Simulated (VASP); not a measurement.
# BaTiO3 (P4/mmm) in VASP: a series of runs, part 3 of 3

VASP 6.6.1. The steps go on from the part before.

## (5) Electric field gradients, PBEsol (volume scaled by 0.99)

Input file INCAR:

```
SYSTEM = BaTiO3
  PREC = Accurate
  ENCUT = 520
  EDIFF = 1E-8
  ISMEAR = -1
  SIGMA = 0.03
  LREAL = .FALSE.
  LASPH = .TRUE.
  NELM = 60
  ALGO = Normal
  ISIF = 2
  LWAVE = .FALSE.
  LCHARG = .FALSE.
  GGA = PS
  LEFG = .TRUE.
  NBANDS = 28
```

Input file KPOINTS:

```
Automatic mesh
0
G
  7 7 7
  0 0 0
```

Input file POSCAR:

```
BaTiO3
1.0
    3.9864226426      0.0000000000      0.0000000000
    0.0000000000      3.9864226426      0.0000000000
    0.0000000000      0.0000000000      4.0045617725
Ba Ti O
1 1 3
Direct
    0.0000000000      0.0000000000      0.0000000000
    0.5000000000      0.5000000000      0.5000000000
    0.5000000000      0.5000000000      0.0000000000
    0.5000000000      0.0000000000      0.5000000000
    0.0000000000      0.5000000000      0.5000000000
```

Potentials or basis: VASP PAW PBE potentials, release 64 (Ba_sv, Ti_sv, O).

Started as:

```
cat potpaw_PBE.64/Ba_sv/POTCAR potpaw_PBE.64/Ti_sv/POTCAR potpaw_PBE.64/O/POTCAR > POTCAR
mpirun -np 1 vasp_std > vasp.out
```

OUTCAR:

```text
SYSTEM = BaTiO3
   PREC = Accurate
   ENCUT = 520
   EDIFF = 1E-8
   ISMEAR = -1
   LREAL = .FALSE.
   LASPH = .TRUE.
   NELM = 60
   ISIF = 2
   GGA = PS

 ion  position               nearest neighbor table
   1  0.000  0.000  0.000-   3 2.82   3 2.82   3 2.82   3 2.82   5 2.83   4 2.83   5 2.83   5 2.83
                             5 2.83   4 2.83   4 2.83   4 2.83   2 3.46   2 3.46   2 3.46   2 3.46
   2  0.500  0.500  0.500-   4 1.99   5 1.99   4 1.99   5 1.99   3 2.00   3 2.00   1 3.46   1 3.46
                             1 3.46   1 3.46   1 3.46   1 3.46   1 3.46   1 3.46
   3  0.500  0.500  0.000-   2 2.00   2 2.00   1 2.82   1 2.82   1 2.82   1 2.82
   4  0.500  0.000  0.500-   2 1.99   2 1.99   1 2.83   1 2.83   1 2.83   1 2.83
   5  0.000  0.500  0.500-   2 1.99   2 1.99   1 2.83   1 2.83   1 2.83   1 2.83

  LATTYP: Found a simple tetragonal cell.
 ALAT       =     3.9864226426
 C/A-ratio  =     1.0045502275

  Lattice vectors:

 A1 = (   3.9864226426,   0.0000000000,   0.0000000000)
 A2 = (   0.0000000000,   3.9864226426,   0.0000000000)
 A3 = (   0.0000000000,   0.0000000000,   4.0045617725)

Analysis of symmetry for initial positions (statically):
=====================================================================
[... 957 lines left out ...]
 -----------------------------------------------------------------------------------
    total drift:                                0.000000      0.000000     -0.000000

  FREE ENERGIE OF THE ION-ELECTRON SYSTEM (eV)
  ---------------------------------------------------
  free  energy   TOTEN  =       -41.9802569691 eV

  energy  without entropy=      -41.9802569691  energy(sigma->0) =      -41.98025697

 Electric field gradients (V/A^2)
---------------------------------------------------------------------
 ion       V_xx      V_yy      V_zz      V_xy      V_xz      V_yz
---------------------------------------------------------------------
   1      -0.384    -0.384     0.768     0.000    -0.000     0.000
   2      -2.013    -2.013     4.027    -0.000     0.000    -0.000
   3     -11.800   -11.800    23.601    -0.000     0.000     0.000
   4     -11.475    21.441    -9.966    -0.000    -0.000    -0.000
   5      21.441   -11.475    -9.966     0.000    -0.000     0.000
---------------------------------------------------------------------

 Electric field gradients after diagonalization (V/A^2)
 (convention: |V_zz| > |V_xx| > |V_yy|)
----------------------------------------------------------------------
 ion       V_xx      V_yy      V_zz     asymmetry (V_yy - V_xx)/ V_zz
----------------------------------------------------------------------
   1      -0.384    -0.384     0.768       0.000
   2      -2.013    -2.013     4.027       0.000
   3     -11.800   -11.800    23.601       0.000
   4     -11.475    -9.966    21.441       0.070
   5     -11.475    -9.966    21.441       0.070
----------------------------------------------------------------------

           NMR quadrupolar parameters

 Cq : quadrupolar parameter    Cq=e*Q*V_zz/h
 eta: asymmetry parameters     (V_yy - V_xx)/ V_zz
 Q  : nuclear electric quadrupole moment in mb (millibarn)
----------------------------------------------------------------------
 ion       Cq(MHz)       eta       Q (mb)
----------------------------------------------------------------------
   1       0.002       0.000       1.000
   2       0.010       0.000       1.000
   3       0.057       0.000       1.000
   4       0.052       0.070       1.000
   5       0.052       0.070       1.000
----------------------------------------------------------------------
```

OSZICAR:

```text
N       E                     dE             d eps       ncg     rms          rms(c)
DAV:   1     0.433851015974E+03    0.43385E+03   -0.20832E+04  2240   0.155E+03
DAV:   2    -0.657623279920E+01   -0.44043E+03   -0.42022E+03  2568   0.431E+02
DAV:   3    -0.502553518516E+02   -0.43679E+02   -0.43274E+02  3144   0.133E+02
DAV:   4    -0.522401514990E+02   -0.19848E+01   -0.19805E+01  3368   0.242E+01
DAV:   5    -0.523018345722E+02   -0.61683E-01   -0.61675E-01  2984   0.331E+00    0.227E+01
DAV:   6    -0.422397909692E+02    0.10062E+02   -0.53124E+01  3208   0.650E+01    0.974E+00
DAV:   7    -0.421324516095E+02    0.10734E+00   -0.85476E+00  2972   0.210E+01    0.663E+00
DAV:   8    -0.419783353232E+02    0.15412E+00   -0.97432E-01  2692   0.902E+00    0.256E+00
DAV:   9    -0.419999644728E+02   -0.21629E-01   -0.18933E-01  2884   0.271E+00    0.125E+00
DAV:  10    -0.419808362391E+02    0.19128E-01   -0.93776E-02  2656   0.297E+00    0.266E-01
DAV:  11    -0.419803172039E+02    0.51904E-03   -0.43933E-03  3152   0.477E-01    0.527E-02
DAV:  12    -0.419802642303E+02    0.52974E-04   -0.47627E-04  2504   0.231E-01    0.454E-02
DAV:  13    -0.419802604811E+02    0.37493E-05   -0.84133E-05  3068   0.642E-02    0.241E-02
DAV:  14    -0.419802590334E+02    0.14477E-05   -0.59654E-06  2916   0.159E-02    0.174E-02
DAV:  15    -0.419802571561E+02    0.18773E-05   -0.27787E-06  2848   0.165E-02    0.339E-03
DAV:  16    -0.419802569665E+02    0.18961E-06   -0.50731E-07  3192   0.496E-03    0.190E-03
DAV:  17    -0.419802569691E+02   -0.26462E-08   -0.33071E-08  2464   0.116E-03
   1 F= -.41980257E+02 E0= -.41980257E+02  d E =-.867985E-13
```

stdout:

```text
POSCAR found type information on POSCAR BaTiO
 POSCAR found :  3 types and       5 ions
 scaLAPACK will be used
 -----------------------------------------------------------------------------
|                                                                             |
|                                                                             |
|     You enforced a specific xc type in the INCAR file but a different       |
|     I HOPE YOU KNOW WHAT YOU ARE DOING!                                     |
|                                                                             |
 -----------------------------------------------------------------------------

 LDA part: xc-table for (Slater+PW92), standard interpolation
 POSCAR, INCAR and KPOINTS ok, starting setup
 FFT: planning ... GRIDC
 FFT: planning ... GRID_SOFT
 FFT: planning ... GRID
 WAVECAR not read
 entering main loop
ion   1

ion   2

ion   3

ion   4

ion   5
```

Run time: 2.7 min. Hardware: 1 thread of AMD EPYC 7R13, shared host; peak memory 0.19 GiB.

What came out:

* Free energy: -41.9803 eV
* Pressure: -1.1 GPa
* Band gap on the k mesh: 1.77 eV, indirect (least direct gap 1.85 eV)

Levels at points of the mesh, in eV from the valence-band top:
```tsv
k point	band 17	band 18	band 19	band 20	band 21	band 22	band 23	band 24
(0.00, 0.00, 0.00)	-1.05	-0.08	-0.07	-0.07	1.77	1.77	1.78	4.03
```

Electric field gradients, principal values (V/Å²):
| atom | least | middle | greatest (by size) |
| --- | --- | --- | --- |
| 1 Ba | -0.384 | -0.384 | 0.768 |
| 2 Ti | -2.013 | -2.013 | 4.027 |
| 3 O | -11.800 | -11.800 | 23.601 |
| 4 O | -9.966 | -11.475 | 21.441 |
| 5 O | -9.966 | -11.475 | 21.441 |

Caveat: without QUAD_EFG the Cq values of the log hold for a quadrupole moment of 1 mb, not for the nuclei; the PAW data sets were made with another functional, which shifts forces and pressure a little; spin-orbit coupling is left out, which moves the levels of the heavy elements. A k mesh can miss the band edges.

## (6) Electric field gradients, PBEsol (zz strain of -1 %)

Input file INCAR:

```
PREC = Accurate
ENCUT = 520
EDIFF = 1E-8
ISMEAR = -1
SIGMA = 0.03
LREAL = False
LASPH = True
NELM = 80
ALGO = Normal
ISIF = 2
LWAVE = False
LCHARG = False
GGA = PS
LEFG = True
NBANDS = 28
```

Input file KPOINTS:

```
Automatic mesh
0
Gamma
  7 7 7
```

Edit POSCAR of step 5 so:

```diff
@@ -2,5 +2,5 @@
 1.0
-    3.9864226426      0.0000000000      0.0000000000
-    0.0000000000      3.9864226426      0.0000000000
-    0.0000000000      0.0000000000      4.0045617725
+    3.9998000000      0.0000000000      0.0000000000
+    0.0000000000      3.9998000000      0.0000000000
+    0.0000000000      0.0000000000      3.9778200000
 Ba Ti O
```

Potentials or basis: VASP PAW PBE potentials, release 64 (Ba_sv, Ti_sv, O).

Started as:

```
cat potpaw_PBE.64/Ba_sv/POTCAR potpaw_PBE.64/Ti_sv/POTCAR potpaw_PBE.64/O/POTCAR > POTCAR
mpirun -np 1 vasp_std > vasp.out
```

OUTCAR:

```text
PREC = Accurate
   ENCUT = 520
   EDIFF = 1E-8
   ISMEAR = -1
   LREAL = False
   LASPH = True
   NELM = 80
   ISIF = 2
   GGA = PS

 ion  position               nearest neighbor table
   1  0.000  0.000  0.000-   4 2.82   5 2.82   4 2.82   5 2.82   5 2.82   5 2.82   4 2.82   4 2.82
                             3 2.83   3 2.83   3 2.83   3 2.83   2 3.46   2 3.46   2 3.46   2 3.46
   2  0.500  0.500  0.500-   3 1.99   3 1.99   5 2.00   4 2.00   4 2.00   5 2.00   1 3.46   1 3.46
                             1 3.46   1 3.46   1 3.46   1 3.46   1 3.46   1 3.46
   3  0.500  0.500  0.000-   2 1.99   2 1.99   1 2.83   1 2.83   1 2.83   1 2.83
   4  0.500  0.000  0.500-   2 2.00   2 2.00   1 2.82   1 2.82   1 2.82   1 2.82
   5  0.000  0.500  0.500-   2 2.00   2 2.00   1 2.82   1 2.82   1 2.82   1 2.82

  LATTYP: Found a simple tetragonal cell.
 ALAT       =     3.9998000000
 C/A-ratio  =     0.9945047252

  Lattice vectors:

 A1 = (   3.9998000000,   0.0000000000,   0.0000000000)
 A2 = (   0.0000000000,   3.9998000000,   0.0000000000)
 A3 = (   0.0000000000,   0.0000000000,   3.9778200000)

Analysis of symmetry for initial positions (statically):
=====================================================================
 Subroutine PRICEL returns:
 Original cell was already a primitive cell.

 Routine SETGRP: Setting up the symmetry group for a
 simple tetragonal supercell.

 Subroutine GETGRP returns: Found 16 space group operations
 (whereof 16 operations were pure point group operations)
 out of a pool of 16 trial point group operations.

The static configuration has the point symmetry D_4h.

[... 923 lines left out ...]
  --------------------------------------------------------------------------------------
  -------------------------------------------------------------------------------------
  Total       -0.5751598     -0.5751598     -0.1386131      0.0000000      0.0000000      0.0000000
  in kB      -14.4802946    -14.4802946     -3.4897401      0.0000000      0.0000000      0.0000000
  external PRESSURE =     -10.8167764 kB  Pullay stress =       0.0000000 kB

 VOLUME and BASIS-vectors are now :
 -----------------------------------------------------------------------------
  energy-cutoff  :      520.00
  volume of cell :       63.64
      direct lattice vectors                 reciprocal lattice vectors
     3.999800000  0.000000000  0.000000000     0.250012501  0.000000000  0.000000000
     0.000000000  3.999800000  0.000000000     0.000000000  0.250012501  0.000000000
     0.000000000  0.000000000  3.977820000     0.000000000  0.000000000  0.251393980

 POSITION                                       TOTAL-FORCE (eV/Angst)
 -----------------------------------------------------------------------------------
      0.00000      0.00000      0.00000         0.000000      0.000000      0.000000
      1.99990      1.99990      1.98891         0.000000      0.000000      0.000000
      1.99990      1.99990      0.00000         0.000000      0.000000      0.000000
      1.99990      0.00000      1.98891         0.000000      0.000000      0.000000
      0.00000      1.99990      1.98891         0.000000      0.000000      0.000000
 -----------------------------------------------------------------------------------
    total drift:                                0.000000      0.000000     -0.000000

  FREE ENERGIE OF THE ION-ELECTRON SYSTEM (eV)
  ---------------------------------------------------
  free  energy   TOTEN  =       -41.9800292819 eV

  energy  without entropy=      -41.9800292819  energy(sigma->0) =      -41.98002928

 Electric field gradients (V/A^2)
---------------------------------------------------------------------
 ion       V_xx      V_yy      V_zz      V_xy      V_xz      V_yz
---------------------------------------------------------------------
   1       0.404     0.404    -0.809    -0.000     0.000    -0.000
   2       2.464     2.464    -4.927    -0.000     0.000     0.000
   3     -10.200   -10.200    20.400     0.000     0.000     0.000
   4     -10.604    23.024   -12.420    -0.000     0.000    -0.000
   5      23.024   -10.604   -12.420     0.000    -0.000    -0.000
---------------------------------------------------------------------

 Electric field gradients after diagonalization (V/A^2)
 (convention: |V_zz| > |V_xx| > |V_yy|)
----------------------------------------------------------------------
 ion       V_xx      V_yy      V_zz     asymmetry (V_yy - V_xx)/ V_zz
----------------------------------------------------------------------
   1       0.404     0.404    -0.809       0.000
   2       2.464     2.464    -4.927       0.000
   3     -10.200   -10.200    20.400       0.000
   4     -12.420   -10.604    23.024       0.079
   5     -12.420   -10.604    23.024       0.079
----------------------------------------------------------------------

           NMR quadrupolar parameters

 Cq : quadrupolar parameter    Cq=e*Q*V_zz/h
 eta: asymmetry parameters     (V_yy - V_xx)/ V_zz
 Q  : nuclear electric quadrupole moment in mb (millibarn)
----------------------------------------------------------------------
 ion       Cq(MHz)       eta       Q (mb)
----------------------------------------------------------------------
   1      -0.002       0.000       1.000
   2      -0.012       0.000       1.000
   3       0.049       0.000       1.000
   4       0.056       0.079       1.000
   5       0.056       0.079       1.000
----------------------------------------------------------------------
```

stdout:

```text
POSCAR found type information on POSCAR BaTiO
 POSCAR found :  3 types and       5 ions
 scaLAPACK will be used
 -----------------------------------------------------------------------------
|                                                                             |
|                                                                             |
|     You enforced a specific xc type in the INCAR file but a different       |
|     I HOPE YOU KNOW WHAT YOU ARE DOING!                                     |
|                                                                             |
 -----------------------------------------------------------------------------

 LDA part: xc-table for (Slater+PW92), standard interpolation
 POSCAR, INCAR and KPOINTS ok, starting setup
 FFT: planning ... GRIDC
 FFT: planning ... GRID_SOFT
 FFT: planning ... GRID
 WAVECAR not read
 entering main loop
ion   1

ion   2

ion   3

ion   4

ion   5
```

Wall time 2.9 min (1 thread of AMD EPYC 7R13, shared host); peak memory 0.19 GiB.

What came out:

- Free energy: -41.9800 eV
- Pressure: -1.1 GPa
- Band gap on the k mesh: 1.77 eV, indirect (least direct gap 1.84 eV)

Stress tensor (GPa, compression positive):
```
-1.45  0.00  0.00
 0.00 -1.45  0.00
 0.00  0.00 -0.35
```

Levels at points of the mesh, in eV from the valence-band top:
| k point | band 16 | band 17 | band 18 | band 19 | band 20 | band 21 | band 22 | band 23 | band 24 | band 25 |
| --- | --- | --- | --- | --- | --- | --- | --- | --- | --- | --- |
| (0.00, 0.00, 0.00) | -1.07 | -1.05 | -0.08 | -0.08 | -0.07 | 1.77 | 1.78 | 1.78 | 4.03 | 4.07 |

Electric field gradients, principal values (V/Å²):
| atom | least | middle | greatest (by size) |
| --- | --- | --- | --- |
| 1 Ba | 0.404 | 0.404 | -0.809 |
| 2 Ti | 2.464 | 2.464 | -4.927 |
| 3 O | -10.200 | -10.200 | 20.400 |
| 4 O | -10.604 | -12.420 | 23.024 |
| 5 O | -10.604 | -12.420 | 23.024 |

Caveat: the cell differs from its parent crystal (zz strain of -1 %); without QUAD_EFG the Cq values of the log hold for a quadrupole moment of 1 mb, not for the nuclei; the PAW data sets were made with another functional, which shifts forces and pressure a little; spin-orbit coupling is left out, which moves the levels of the heavy elements.

## (7) Overview

```tsv
task	cell	k mesh for the DOS	occupations for the DOS	gap on the mesh (eV)	pressure (GPa)
density of states	a = 4.000, b = 4.000, c = 4.018 Å, 5 atoms	11 × 11 × 11	tetrahedron	-	-
electric field gradients	a = 3.946, b = 3.946, c = 3.964 Å, 5 atoms	-	-	1.83	4.7
electric field gradients	a = 3.986, b = 3.986, c = 4.005 Å, 5 atoms	-	-	1.77	-1.1
electric field gradients	a = 4.000, b = 4.000, c = 3.978 Å, 5 atoms	-	-	1.77	-1.1
```

Alike in all rows: level PBEsol; potentials or basis VASP PAW PBE potentials, release 64 (Ba_sv, Ti_sv, O); no spin polarisation; k mesh 7 × 7 × 7; cutoff (eV) 520; smearing fermi-dirac 0.03 eV.

Caveats: the PAW data sets were made with another functional, which shifts forces and pressure a little; spin-orbit coupling is left out, which moves the levels of the heavy elements.

Total energies depend on the potentials used, so only differences within one code and one set of settings carry meaning.
